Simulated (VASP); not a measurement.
# Be (Fd-3m) in VASP: further runs

Be is run at these levels: PBE; tasks: single point.

Program: VASP 6.6.1. These are calculated values, not measurements. Logs are shortened: lines on timing, memory, paths and dates and some standing lists are left out, and cuts for length are marked.

## 1. The cell of the first run

Symmetry: Fd-3m, No. 227, cubic system. Conventional cell: a = 4.832 Å, b = 4.832 Å, c = 4.832 Å, α = 90.00°, β = 90.00°, γ = 90.00°. Within 2.8 Å of Be (site symmetry -43m) lie 4 Be at 2.09 Å.

This isn't the form of Be at room conditions, which is hcp.

## 2. Single point, PBE

The input, INCAR:

```
SYSTEM = Be
ALGO     = Normal         ! electronic algorithm
EDIFF    = 1E-7           ! SCF threshold, eV
ENCUT    = 520            ! plane-wave cutoff, eV
GGA      = PE             ! functional
ISIF     = 2              ! what is computed and relaxed
ISMEAR   = -1             ! smearing method
LASPH    = .TRUE.         ! aspherical terms in the spheres
LCHARG   = .FALSE.        ! write CHGCAR
LREAL    = .FALSE.        ! projectors in reciprocal space
LWAVE    = .FALSE.        ! write WAVECAR
NBANDS   = 9              ! bands
NELM     = 80             ! most SCF steps
PREC     = Accurate       ! precision mode
SIGMA    = 0.06122561905347299 ! smearing width, eV
```

The input, KPOINTS:

```
k-points
0
G
  38 38 38
  0 0 0
```

The input, POSCAR:

```
Be
1.0
    0.0000000000      2.4159770147      2.4159770147
    2.4159770147      0.0000000000      2.4159770147
    2.4159770147      2.4159770147      0.0000000000
Be
2
Direct
    0.0000000000      0.0000000000      0.0000000000
    0.2500000000      0.2500000000      0.2500000000
```

Potentials or basis: VASP PAW PBE potentials, release 64 (Be).

Command:

```sh
$ cat potpaw_PBE.64/Be/POTCAR > POTCAR
$ mpirun -np 1 vasp_std > vasp.out
```

OUTCAR:

```text
SYSTEM = Be
   EDIFF = 1E-7
   ENCUT = 520
   GGA = PE
   ISIF = 2
   ISMEAR = -1
   LASPH = .TRUE.
   LREAL = .FALSE.
   NELM = 80
   PREC = Accurate

 ion  position               nearest neighbor table
   1  0.000  0.000  0.000-   2 2.09   2 2.09   2 2.09   2 2.09
   2  0.250  0.250  0.250-   1 2.09   1 2.09   1 2.09   1 2.09

  LATTYP: Found a face centered cubic cell.
 ALAT       =     4.8319540294

  Lattice vectors:

 A1 = (   0.0000000000,   2.4159770147,   2.4159770147)
 A2 = (   2.4159770147,   0.0000000000,   2.4159770147)
 A3 = (   2.4159770147,   2.4159770147,   0.0000000000)

Analysis of symmetry for initial positions (statically):
=====================================================================
 Subroutine PRICEL returns:
 Original cell was already a primitive cell.

 Routine SETGRP: Setting up the symmetry group for a
 face centered cubic supercell.

 Subroutine GETGRP returns: Found 48 space group operations
 (whereof 24 operations were pure point group operations)
 out of a pool of 48 trial point group operations.

The static configuration has the point symmetry T_d .
 The point group associated with its full space group is O_h .

Analysis of symmetry for dynamics (positions and initial velocities):
=====================================================================
 Subroutine PRICEL returns:
 Original cell was already a primitive cell.

 Routine SETGRP: Setting up the symmetry group for a
 face centered cubic supercell.

 Subroutine GETGRP returns: Found 48 space group operations
 (whereof 24 operations were pure point group operations)
 out of a pool of 48 trial point group operations.

The dynamic configuration has the point symmetry T_d .
 The point group associated with its full space group is O_h .

 Subroutine INISYM returns: Found 48 space group operations
 (whereof 24 operations are pure point group operations),
 and found     1 'primitive' translations

----------------------------------------------------------------------------------------

                                     Primitive cell

  volume of cell :      28.2038

  direct lattice vectors                    reciprocal lattice vectors
     0.000000000  2.415977015  2.415977015    -0.206955611  0.206955611  0.206955611
     2.415977015  0.000000000  2.415977015     0.206955611 -0.206955611  0.206955611
     2.415977015  2.415977015  0.000000000     0.206955611  0.206955611 -0.206955611

  length of vectors
     3.416707461  3.416707461  3.416707461     0.358457634  0.358457634  0.358457634

  position of ions in fractional coordinates (direct lattice)
     0.000000000  0.000000000  0.000000000
     0.250000000  0.250000000  0.250000000

  ion indices of the primitive-cell ions
   primitive index   ion index
                 1           1
                 2           2

----------------------------------------------------------------------------------------

 KPOINTS: k-points

Automatic generation of k-mesh.
 Grid dimensions read from file:
 generate k-points for:   38   38   38

 Generating k-lattice:

  Cartesian coordinates                     Fractional coordinates (reciprocal lattice)
    -0.005446200  0.005446200  0.005446200     0.026315789  0.000000000  0.000000000
     0.005446200 -0.005446200  0.005446200     0.000000000  0.026315789  0.000000000
     0.005446200  0.005446200 -0.005446200     0.000000000  0.000000000  0.026315789

  Length of vectors
     0.009433096  0.009433096  0.009433096

  Shift w.r.t. Gamma in fractional coordinates (k-lattice)
     0.000000000  0.000000000  0.000000000

 Subroutine IBZKPT returns following result:
 ===========================================

 Found   1440 irreducible k-points:

 Following reciprocal coordinates:
            Coordinates               Weight
  0.000000  0.000000  0.000000      1.000000
  0.026316  0.000000  0.000000      8.000000
  0.052632  0.000000  0.000000      8.000000
  0.078947  0.000000  0.000000      8.000000
  0.105263  0.000000  0.000000      8.000000
  0.131579  0.000000  0.000000      8.000000
[... 16 lines left out ...]
  0.078947  0.026316  0.000000     24.000000
  0.105263  0.026316  0.000000     24.000000
 [... further k-points ...]
   k-points           NKPTS =   1440   k-points in BZ     NKDIM =   1440   number of bands    NBANDS=      9
   number of dos      NEDOS =    301   number of ions     NIONS =      2
   total plane-waves  NPLWV =  21952
   dimension x,y,z NGX =    28 NGY =   28 NGZ =   28
   dimension x,y,z NGXF=    56 NGYF=   56 NGZF=   56
   ions per type =               2
   NGX,Y,Z   is equivalent  to a cutoff of  13.62, 13.62, 13.62 a.u.
   NGXF,Y,Z  is equivalent  to a cutoff of  27.25, 27.25, 27.25 a.u.
 SYSTEM =  Be
   PREC   = accura    normal or accurate (medium, high low for compatibility)
   ISTART =      0    job   : 0-new  1-cont  2-samecut
   ICHARG =      2    charge: 1-file 2-atom 10-const
   ISPIN  =      1    spin polarized calculation?
   LNONCOLLINEAR =      F non collinear calculations
   LSORBIT =      F    spin-orbit coupling
   LASPH  =      T    aspherical Exc in radial PAW
   ENCUT  =  520.0 eV  38.22 Ry    6.18 a.u.   6.35  6.35  6.35*2*pi/ulx,y,z
   NELM   =     80;   NELMIN=  2; NELMDL= -5     # of ELM steps
   EDIFF  = 0.1E-06   stopping-criterion for ELM
   LREAL  =      F    real-space projection
   EDIFFG = 0.1E-05   stopping-criterion for IOM
   NSW    =      0    number of steps for IOM
   IBRION =     -1    ionic relax: 0-MD 1-quasi-New 2-CG
   NFREE  =      0    steps in history (QN), initial steepest desc. (CG)
   ISIF   =      2    stress and relaxation
   ISYM   =      2    0-nonsym 1-usesym 2-fastsym
   POTIM  = 0.5000    time-step for ionic-motion
   TEBEG  =    0.0;   TEEND  =   0.0 temperature during run
   PSTRESS=    0.0 pullay stress
   NELECT =       4.0000    total number of electrons
   NUPDOWN=      -1.0000    fix difference up-down
   EMIN   =  10.00;   EMAX   =-10.00  energy-range for DOS
   EFERMI =   0.00;   METHOD = LEGACY
   ISMEAR =    -1;   SIGMA  =   0.06  broadening in eV -4-tet -1-fermi 0-gaus
   EFERMI_NEDOS =   21; number of points for ismear=-14 and -15
   IALGO  =     38    algorithm
   IMIX   =      4    mixing-type and parameters
     AMIX     =   0.40;   BMIX     =  1.00
     AMIX_MAG =   1.60;   BMIX_MAG =  1.00
  volume/ion in A,a.u.               =      14.10        95.16
  Fermi-wavevector in a.u.,A,eV,Ry     =   0.853739  1.613334  9.916893  0.728871
  Thomas-Fermi vector in A             =   1.970228
   LORBIT       =      0    0 simple, 1 ext, 2 COOP (PROOUT), +10 PAW based schemes
   GGA     = PE    functional components
   LHFCALC =     F    Hartree Fock is set to
   AEXX    =    0.0000 exact exchange contribution
   IVDW    =     0    specifies the selected vdW correction
   LEPSILON=     F    determine dielectric tensor
   LRPA    =     F    only Hartree local field effects (RPA)
 non-spin polarized calculation
  energy-cutoff  :      520.00
  volume of cell :       28.20
 maximum number of plane-waves:       775
 NGX is ok and might be reduce to    28
   NGX = 13   NGY = 13   NGZ = 13

 number of electron       4.0000000 magnetization

 Free energy of the ion-electron system (eV)
  ---------------------------------------------------
  ext. energy  EPLUGINS =         0.00000000
  ---------------------------------------------------
  free energy    TOTEN  =        -4.26218876 eV

  energy without entropy =       -4.25078181  energy(sigma->0) =       -4.25648528

 E-fermi :   2.0027     XC(G=0):  -8.6666

 val. band max:        2.0015626186   @ k =  -0.4474   0.3158   0.0526
 cond. band min:       2.0055779277   @ k =  -0.3684   0.4211   0.1579
 fundamental gap:      0.0040153091
 Fermi energy:         2.0026854095

 k-point     1 :       0.0000    0.0000    0.0000
  band No.  band energies     occupation
      1      -5.4587      2.00000
      2       6.9004      0.00000
      3       6.9004      0.00000
      4       6.9004      0.00000
      5       9.4698      0.00000
      6       9.4698      0.00000
      7       9.4698      0.00000
      8      16.5386      0.00000
      9      16.8005      0.00000

 k-point     2 :       0.0263    0.0000    0.0000
  band No.  band energies     occupation
      1      -5.4480      2.00000
      2       6.7943      0.00000
      3       6.8727      0.00000
      4       6.8727      0.00000
      5       9.5055      0.00000
      6       9.5055      0.00000
      7       9.5527      0.00000
      8      16.5025      0.00000
      9      16.8227      0.00000

 k-point     3 :       0.0526    0.0000    0.0000
  band No.  band energies     occupation
      1      -5.4160      2.00000
      2       6.5115      0.00000
      3       6.7949      0.00000
      4       6.7949      0.00000
      5       9.6064      0.00000
      6       9.6064      0.00000
      7       9.7665      0.00000
      8      16.4014      0.00000
      9      16.8878      0.00000

 k-point     4 :       0.0789    0.0000    0.0000
  band No.  band energies     occupation
      1      -5.3627      2.00000
      2       6.1159      0.00000
      3       6.6792      0.00000
      4       6.6792      0.00000
      5       9.7576      0.00000
      6       9.7576      0.00000
      7      10.0483      0.00000
      8      16.2517      0.00000
      9      16.9923      0.00000

 k-point     5 :       0.1053    0.0000    0.0000
  band No.  band energies     occupation
      1      -5.2880      2.00000
      2       5.6552      0.00000
      3       6.5395      0.00000
      4       6.5395      0.00000
      5       9.9408      0.00000
      6       9.9408      0.00000
      7      10.3528      0.00000
      8      16.0708      0.00000
      9      17.2466      0.00000

 k-point     6 :       0.1316    0.0000    0.0000
  band No.  band energies     occupation
      1      -5.1921      2.00000
      2       5.1574      0.00000
      3       6.3874      0.00000
      4       6.3874      0.00000
      5      10.1379      0.00000
      6      10.1379      0.00000
      7      10.6552      0.00000
      8      15.8734      0.00000
      9      16.9494      0.00000
[... 169 lines left out ...]
 k-point    21 :       0.0263    0.0263    0.0000
  band No.  band energies     occupation
      1      -5.4445      2.00000
      2       6.8082      0.00000
      3       6.8082      0.00000
      4       6.8715      0.00000
      5       9.4568      0.00000
      6       9.5784      0.00000
      7       9.5784      0.00000
      8      16.4783      0.00000
      9      16.8302      0.00000

 k-point    22 :       0.0526    0.0263    0.0000
  band No.  band energies     occupation
      1      -5.4196      2.00000
      2       6.5997      0.00000
      3       6.7002      0.00000
      4       6.8474      0.00000
      5       9.4786      0.00000
      6       9.7101      0.00000
      7       9.7484      0.00000
      8      16.3637      0.00000
      9      16.8811      0.00000

 k-point    23 :       0.0789    0.0263    0.0000
  band No.  band energies     occupation
      1      -5.3733      2.00000
      2       6.2437      0.00000
      3       6.5626      0.00000
      4       6.7859      0.00000
      5       9.5658      0.00000
      6       9.8847      0.00000
      7      10.0068      0.00000
      8      16.1795      0.00000
      9      16.9712      0.00000

 k-point    24 :       0.1053    0.0263    0.0000
  band No.  band energies     occupation
      1      -5.3058      2.00000
      2       5.8067      0.00000
      3       6.4082      0.00000
      4       6.6846      0.00000
      5       9.7047      0.00000
      6      10.0849      0.00000
      7      10.3018      0.00000
      8      15.9549      0.00000
      9      17.0831      0.00000

 [... further k-points ...]

------------------------ aborting loop because EDIFF is reached ----------------------------------------

  FORCE on cell =-STRESS in cart. coord.  units (eV):
  Direction    XX          YY          ZZ          XY          YZ          ZX
  --------------------------------------------------------------------------------------
  -------------------------------------------------------------------------------------
  Total        0.3426575      0.3426575      0.3426575     -0.0000000     -0.0000000      0.0000000
  in kB       19.4653587     19.4653587     19.4653587     -0.0000000     -0.0000000      0.0000000
  external PRESSURE =      19.4653587 kB  Pullay stress =       0.0000000 kB

 VOLUME and BASIS-vectors are now :
 -----------------------------------------------------------------------------
  energy-cutoff  :      520.00
  volume of cell :       28.20
      direct lattice vectors                 reciprocal lattice vectors
     0.000000000  2.415977015  2.415977015    -0.206955611  0.206955611  0.206955611
     2.415977015  0.000000000  2.415977015     0.206955611 -0.206955611  0.206955611
     2.415977015  2.415977015  0.000000000     0.206955611  0.206955611 -0.206955611

 POSITION                                       TOTAL-FORCE (eV/Angst)
 -----------------------------------------------------------------------------------
      0.00000      0.00000      0.00000        -0.000000     -0.000000     -0.000000
      1.20799      1.20799      1.20799         0.000000      0.000000      0.000000
 -----------------------------------------------------------------------------------
    total drift:                                0.000000      0.000000      0.000000

  FREE ENERGIE OF THE ION-ELECTRON SYSTEM (eV)
  ---------------------------------------------------
  free  energy   TOTEN  =        -4.2621887569 eV

  energy  without entropy=       -4.2507818122  energy(sigma->0) =       -4.25648528
```

Run time: 2.4 min. Hardware: 1 thread of Intel Xeon 6975P-C (Granite Rapids), shared host; peak memory 0.41 GiB.

Results:

```yaml
Free_energy: -4.2622 eV
Pressure: 1.9 GPa
Band_gap_on_the_k_mesh: zero (bands 2 and 3 overlap by 6.47 eV)
```

## 3. Single point, PBE

This run uses another cell than the first one, of 14.40 Å³/atom.

The input, INCAR:

```
SYSTEM = Be
ALGO     = Normal         ! electronic algorithm
EDIFF    = 1E-6           ! SCF threshold, eV
ENCUT    = 520            ! plane-wave cutoff, eV
GGA      = PE             ! functional
ISIF     = 2              ! what is computed and relaxed
ISMEAR   = -1             ! smearing method
LASPH    = .True.         ! aspherical terms in the spheres
LCHARG   = .False.        ! write CHGCAR
LREAL    = .False.        ! projectors in reciprocal space
LWAVE    = .False.        ! write WAVECAR
NBANDS   = 9              ! bands
NELM     = 100            ! most SCF steps
PREC     = Accurate       ! precision mode
SIGMA    = 0.06122561905347299 ! smearing width, eV
```

The input, KPOINTS:

```
k-points
0
Gamma
  38 38 38
  0 0 0
```

The input, POSCAR:

```
Be
1.0
    0.0000000000      2.4326394517      2.4326394517
    2.4326394517      0.0000000000      2.4326394517
    2.4326394517      2.4326394517      0.0000000000
Be
2
Direct
    0.0000000000      0.0000000000      0.0000000000
    0.2500000000      0.2500000000      0.2500000000
```

Potentials or basis: VASP PAW PBE potentials, release 64 (Be).

Command:

```sh
$ cat potpaw_PBE.64/Be/POTCAR > POTCAR
$ mpirun -np 1 vasp_std > vasp.out
```

Run time: 2.5 min. Hardware: 1 thread of Intel Xeon 6975P-C (Granite Rapids), shared host; peak memory 0.4 GiB.

The run converged. Its results:

```yaml
Free_energy: -4.2675 eV
Pressure: 0.9 GPa
Band_gap_on_the_k_mesh: zero (bands 2 and 3 overlap by 6.35 eV)
```

Levels at points of the mesh, in eV from the Fermi level:
```tsv
k point	band 1	band 2	band 3	band 4	band 5	band 6	band 7
(0.00, 0.00, 0.00)	-7.38	4.83	4.83	4.83	7.38	7.38	7.38
(0.50, 0.00, 0.00)	-3.69	-3.56	3.07	3.07	8.54	8.54	10.55
(0.50, 0.50, 0.00)	-2.43	-2.43	0.73	0.73	6.27	6.27	15.43
```

## 4. Single point, PBE

This run uses another cell than the first one, of 14.69 Å³/atom.

The input, INCAR:

```
SYSTEM = Be
  PREC = Accurate
  ENCUT = 520
  EDIFF = 1E-6
  ISMEAR = -1
  SIGMA = 0.06122561905347299
  LREAL = .FALSE.
  LASPH = .TRUE.
  NELM = 100
  ALGO = Normal
  ISIF = 2
  LWAVE = .FALSE.
  LCHARG = .FALSE.
  GGA = PE
  NBANDS = 9
```

The input, KPOINTS:

```
Automatic mesh
0
G
  38 38 38
  0 0 0
```

The input, POSCAR:

```
Be
1.0
    0.0000000000      2.4490767033      2.4490767033
    2.4490767033      0.0000000000      2.4490767033
    2.4490767033      2.4490767033      0.0000000000
Be
2
Direct
    0.0000000000      0.0000000000      0.0000000000
    0.2500000000      0.2500000000      0.2500000000
```

Command:

```sh
$ cat potpaw_PBE.64/Be/POTCAR > POTCAR
$ mpirun -np 1 vasp_std > vasp.out
```

It took 2.3 min on 1 thread of Intel Xeon 6975P-C (Granite Rapids), shared host; peak memory 0.41 GiB.

The run converged. Its results:

```yaml
Free_energy: -4.2692 eV
Pressure: 0.0 GPa
Band_gap_on_the_k_mesh: zero (bands 2 and 3 overlap by 6.24 eV)
```

Levels at points of the mesh, in eV from the Fermi level:
```csv
k point,band 1,band 2,band 3,band 4,band 5,band 6
"(0.00, 0.00, 0.00)",-7.30,4.76,4.76,4.76,7.29,7.29
"(0.50, 0.00, 0.00)",-3.68,-3.50,3.02,3.02,8.45,8.45
"(0.50, 0.50, 0.00)",-2.41,-2.41,0.73,0.73,6.19,6.19
```

## 5. Overview

| cell | gap on the mesh (eV) | pressure (GPa) |
| --- | --- | --- |
| a = 3.417 Å, angles 60.0°, 2 atoms | none | 1.9 |
| a = 3.440 Å, angles 60.0°, 2 atoms | none | 0.9 |
| a = 3.464 Å, angles 60.0°, 2 atoms | none | 0.0 |

Alike in all rows: task single point; level PBE; potentials or basis VASP PAW PBE potentials, release 64 (Be); no spin polarisation; k mesh 38 × 38 × 38; cutoff (eV) 520; smearing fermi-dirac 0.0612256 eV.

Total energies depend on the potentials used, so only differences within one code and one set of settings carry meaning.
